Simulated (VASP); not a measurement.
# CdO (Monteponite): single point with PBE

Crystal: CdO (Monteponite).

```
Cd O
1.0
     0.00000    2.34950    2.34950
     2.34950    0.00000    2.34950
     2.34950    2.34950    0.00000
Cd O
1 1
Direct
  0.00000 0.00000 0.00000
  0.50000 0.50000 0.50000
```

| Quantity | Value |
| --- | --- |
| Program | VASP 6.6.1 |
| Task | single point |
| Functional | PBE |
| Potentials or basis | VASP PAW PBE potentials, release 64 (Cd, O) |
| Cutoff | 600 eV |
| k mesh | 6 × 6 × 6 |
| Occupations | fermi-dirac, width 0.1 eV |
| Spin | no spin polarisation |
| Dipole correction | no |
| Further INCAR settings | ALGO = Normal; EDIFF = 1e-06; NBANDS = 16 |

The pressure is 7.4 GPa and the band gap on the k mesh is zero (band 9 reaches 2.03 eV, above the bottom of band 10 at 1.61 eV).

Levels at points of the mesh, in eV from the Fermi level:
```csv
k point,band 6,band 7,band 8,band 9,band 10,band 11,band 12,band 13
"(0.00, 0.00, 0.00)",-6.69,-1.63,-1.63,-1.63,-0.72,14.70,16.74,16.74
"(0.50, 0.00, 0.00)",-6.45,-4.10,-0.30,-0.30,4.16,7.02,11.67,11.67
"(0.50, 0.50, 0.00)",-5.99,-4.62,-2.60,-2.60,3.60,8.26,10.93,13.07
```

Wall time 6.9 s on 1 thread of Intel(R) Xeon(R) Platinum 8488C (Sapphire Rapids) (shared host), peak memory 0.16 GiB.

Caveat: the k points lie up to 0.39 Å⁻¹ apart.
